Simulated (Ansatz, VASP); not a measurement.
**One calculation of CdS, two programs**

```
Cd S
1.0
     3.89844    0.00000    0.00000
     0.00000    5.51149    0.00000
     0.00000    0.00000    3.89810
Cd S
2 2
Direct
  0.50000 0.50000 0.24303
  0.00000 0.00000 0.75697
  0.50000 0.00000 0.25516
  0.00000 0.50000 0.74484
```

Alike in both runs: task single point; functional PBE; k mesh 4 × 4 × 4; occupations gaussian, width 0.1 eV; no spin polarisation.

|  | VASP | Ansatz |
| --- | --- | --- |
| version | VASP 6.6.1 | Ansatz 0.2.0 |
| potentials or method | VASP PAW PBE potentials, release 64 (Cd, S), cutoff 520 eV | scalar-relativistic, plane waves, PAW |
| valence electrons in the cell | 36 | 52 |

```csv
,VASP,Ansatz,Ansatz less VASP
gap on the k mesh at the Fermi level (eV),0.24,0.25,+0.007
least direct gap on the mesh (eV),0.93,0.96,+0.027
pressure (GPa),-0.2,-0.6,-0.36
"traceless stress, the component that is largest in VASP (GPa)",-0.46,-0.46,+0.004
rms of the force components (eV/Å),0.013,0.013,+0.0004
```

Atom by atom the forces differ by 0.001 eV/Å (rms over components). VASP's potentials hold 36 valence electrons a cell and Ansatz's 52, so a difference there can come from the potentials and not from the codes.
